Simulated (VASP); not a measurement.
Write the native input for VASP 6.6.1 that does the following.

```yaml
Task: single point
Functional: PBEsol
Potentials_or_basis: VASP PAW PBE potentials, release 64 (Sn_d)
Cutoff: 520 eV
k_mesh: 13 × 13 × 7
Occupations: fermi-dirac, width 0.1 eV
Spin: no spin polarisation
Dipole_correction: no
Further_INCAR_settings: ALGO = Normal; EDIFF = 1e-06; NBANDS = 21
```

The structure of Sn lies in POSCAR:

```
Sn
1.0
    3.3682307965      0.0000000000      0.0000000000
   -1.6841153983      2.9169734356      0.0000000000
    0.0000000000      0.0000000000      5.3447185802
Sn
2
Direct
    0.3333333333      0.6666666667      0.2500000000
    0.6666666667      0.3333333333      0.7500000000
```

The input as run:

INCAR

```
  ALGO = Normal
  EDIFF = 1E-6
  ENCUT = 520
  GGA = PS
  ISIF = 2
  ISMEAR = -1
  LASPH = True
  LCHARG = True
  LELF = True
  LREAL = False
  LVHAR = True
  LWAVE = False
  NBANDS = 21
  NELM = 100
  PREC = Accurate
  SIGMA = 0.1
```

KPOINTS

```
k-points
0
Gamma
  13 13 7
```

Potentials or basis: VASP PAW PBE potentials, release 64 (Sn_d).

The run is started by

```console
$ cat potpaw_PBE.64/Sn_d/POTCAR > POTCAR
$ mpirun -np 1 vasp_std > vasp.out
```

Results of the run:

The pressure is 0.0 GPa and the band gap on the k mesh is zero (band 14 reaches 14.04 eV, above the bottom of band 15 at 6.30 eV).

Caveat: the PAW data sets were made with another functional, which shifts forces and pressure a little; spin-orbit coupling is left out, which moves the levels of the heavy elements.

It took 44 s on 1 thread of Intel(R) Xeon(R) Platinum 8375C CPU @ 2.90GHz (Ice Lake) (shared host), peak memory 0.22 GiB.
